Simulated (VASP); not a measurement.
W:

```
W
1.0
    -1.59178    1.59178    1.59178
     1.59178   -1.59178    1.59178
     1.59178    1.59178   -1.59178
W
1
Cartesian
  0.0000 0.0000 0.0000
```

```yaml
Program: VASP 6.6.1
Task: relaxation of cell and atoms
Functional: PBE
Dispersion: D3(BJ)
Potentials_or_basis: VASP PAW PBE potentials, release 64 (W_sv)
Cutoff: 600 eV
k_mesh: 18 × 18 × 18
Occupations: gaussian, width 0.1 eV
Spin: no spin polarisation
```

At the start: pressure -6.5 GPa; volume 16.13 Å³/atom.

Where does the relaxation end?

Over 4 steps the energy falls by 6.9 meV/atom and the volume is 15.80 Å³/atom (-2.1 %); space group Im-3m (No. 229, to 0.05 Å).

The path:
```
step  energy change (eV)  largest force (eV/Å)  pressure (GPa)  volume (Å³)
   1              0.0000                0.0000           -6.46        16.13
   2              0.0874                0.0000           28.28        14.66
   3             -0.0069                0.0000           -0.23        15.81
   4             -0.0069                0.0000           -0.02        15.80
```

Final structure:
```yaml
crystal:
  lattice:
    - [-1.58078, 1.58078, 1.58078]
    - [1.58078, -1.58078, 1.58078]
    - [1.58078, 1.58078, -1.58078]
  atoms:
    - { symbol: W, position: [0.00000, 0.00000, 0.00000] }
```

Caveat: pairwise dispersion overbinds metals, which lowers pressure and volume.
